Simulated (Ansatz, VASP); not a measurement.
# Si in VASP and in Ansatz

```
Si
1.0
     0.00000    2.20419    2.20419
     2.20419    0.00000    2.20419
     2.20419    2.20419    0.00000
Si
2
Direct
  0.50000 0.50000 0.50000
  0.75000 0.75000 0.75000
```

Alike in both runs: task single point; functional PBE; k mesh 16 × 16 × 16; occupations gaussian, width 0.1 eV; no spin polarisation.

|  | VASP | Ansatz |
| --- | --- | --- |
| version | VASP 6.6.1 | Ansatz 0.2.0 |
| potentials or method | VASP PAW PBE potentials, release 64 (Si), cutoff 520 eV | scalar-relativistic, plane waves, PAW |
| valence electrons in the cell | 8 | 8 |

```csv
,VASP,Ansatz,Ansatz less VASP
gap on the k mesh at the Fermi level (eV),none,none,-
pressure (GPa),202.0,202.1,+0.07
```

A gap of «none» marks a metal or a gap that the smearing closes. Both programs put the cell under a high pressure, so it lies far from rest at this level.

Noted on VASP's run: the cell as given lies far from equilibrium.
